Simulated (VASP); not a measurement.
Here is a VASP 6.6.1 calculation.

File INCAR:

```
SYSTEM = Ge
PREC = Accurate ; ENCUT = 520
EDIFF = 1E-6 ; ISMEAR = -5
SIGMA = 0.1 ; LREAL = .FALSE.
LASPH = .TRUE. ; NELM = 80
ALGO = Normal ; ISIF = 2
LWAVE = .FALSE. ; LCHARG = .FALSE.
GGA = PS ; NBANDS = 21
```

KPOINTS

```
Automatic mesh
0
G
  16 16 9
  0 0 0
```

The input POSCAR:

```
Ge
1.0
    2.8007706261      0.0000000000      0.0000000000
   -1.4003853130      2.4255385124      0.0000000000
    0.0000000000      0.0000000000      4.5826812478
Ge
2
Direct
    0.3333333333      0.6666666667      0.2500000000
    0.6666666667      0.3333333333      0.7500000000
```

Potentials or basis: VASP PAW PBE potentials, release 64 (Ge_d).

The run is started by

```sh
$ cat potpaw_PBE.64/Ge_d/POTCAR > POTCAR
$ mpirun -np 1 vasp_std > vasp.out
```

What does it give for the pressure?

17.6 GPa.

What does it give for the band gap on the k mesh?

Zero (bands 14 and 15 overlap by 11.47 eV).

Stress tensor (GPa, compression positive):
```
17.43  0.00  0.00
 0.00 17.43  0.00
 0.00  0.00 18.04
```

Caveat: the cell stands under pressure; the PAW data sets were made with another functional, which shifts forces and pressure a little; tetrahedron occupations give inexact forces and stress in metals.
